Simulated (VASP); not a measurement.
Input of a VASP 6.6.1 run:

File INCAR:

```
SYSTEM = B7As7H20
PREC = Accurate
ENCUT = 520
EDIFF = 1E-6
ISMEAR = 0
SIGMA = 0.05
LREAL = Auto
LASPH = .True.
NELM = 120
ALGO = Normal
ISIF = 2
LWAVE = .False.
LCHARG = .False.
GGA = PE
NBANDS = 96
GGA_COMPAT = .False.
```

The input KPOINTS:

```
regular mesh
0
Gamma
  1 1 1
  0 0 0
```

The input POSCAR:

```
B7As7H20
1.0
   15.1000000000      0.0000000000      0.0000000000
    0.0000000000     15.4000000000      0.0000000000
    0.0000000000      0.0000000000     15.7000000000
B As H
7 7 20
Direct
    0.3847838290      0.3870354861      0.3892007754
    0.3875009551      0.5469444222      0.5460507646
    0.7095373028      0.5468159963      0.5459167428
    0.5478803356      0.3896974277      0.5460570310
    0.5477468784      0.7054519686      0.5459120261
    0.5478858576      0.5469563228      0.3918102990
    0.5477426711      0.5468070196      0.7015224827
    0.4673486616      0.4679872050      0.3205604594
    0.4706613784      0.4712382803      0.6207499753
    0.4673482041      0.3170494666      0.4686009835
    0.4706622485      0.6230993914      0.4717939575
    0.3133971235      0.4679859981      0.4686002132
    0.6255419122      0.4712407510      0.4717954355
    0.6231107928      0.6207140567      0.6184086715
    0.3389310776      0.3420602231      0.3450709400
    0.4098813080      0.5176709543      0.2578859239
    0.5180194534      0.4116331017      0.2578888359
    0.4098166678      0.4115700923      0.6716695694
    0.3390469495      0.5907586489      0.5890248875
    0.7512162014      0.4970982516      0.5898754483
    0.7512134990      0.5916305693      0.4971452434
    0.4098773138      0.2531599931      0.5173327433
    0.5180174003      0.2531661549      0.4133150448
    0.4098206440      0.6750115225      0.4132578083
    0.5925675805      0.3421843570      0.5890281435
    0.4970447521      0.7463169392      0.5898724828
    0.5934539364      0.7463104118      0.4971397692
    0.2482463221      0.4116264602      0.5173291761
    0.2482500478      0.5176657278      0.4133121581
    0.6784875276      0.4115778852      0.4132617353
    0.5925708950      0.5907656253      0.3452018621
    0.4970399729      0.5916250995      0.7416020145
    0.5934516291      0.4970879413      0.7415980678
    0.6811625013      0.6776331209      0.6742391455
```

Potentials or basis: VASP PAW PBE potentials, release 64 (B, As_d, H).

Run with:

```bash
$ cat potpaw_PBE.64/B/POTCAR potpaw_PBE.64/As_d/POTCAR potpaw_PBE.64/H/POTCAR > POTCAR
$ mpirun -np 1 vasp_gam > vasp.out
```

**Question.** Estimate the largest force.

**Answer.** 0.045 eV/Å.

**Question.** Estimate the gap between the frontier levels.

**Answer.** 3.93 eV.

Forces on the atoms (eV/Å):
```
B    0.027  0.025  0.026
B    0.005 -0.025 -0.024
B   -0.017  0.001  0.002
B   -0.023  0.005 -0.023
B    0.001 -0.018  0.002
B   -0.025 -0.024  0.005
B    0.002  0.003 -0.018
As  -0.008  0.003 -0.042
As  -0.023 -0.025  0.028
As  -0.003 -0.043 -0.002
As  -0.021  0.025 -0.028
As  -0.039 -0.002  0.001
As   0.029 -0.017 -0.026
As   0.015  0.017  0.016
H   -0.009 -0.009 -0.009
H    0.022 -0.019  0.026
H   -0.019  0.022  0.026
H    0.021  0.021 -0.023
H   -0.007  0.011  0.011
H    0.005 -0.001  0.006
H    0.005  0.005 -0.001
H    0.022  0.026 -0.018
H   -0.019  0.025  0.022
H    0.021 -0.023  0.022
H    0.011 -0.008  0.011
H   -0.001  0.005  0.006
H    0.006  0.005 -0.001
H    0.026  0.022 -0.018
H    0.026 -0.019  0.022
H   -0.023  0.021  0.021
H    0.011  0.011 -0.007
H    0.000  0.006  0.005
H    0.006 -0.001  0.005
H   -0.022 -0.022 -0.022
```
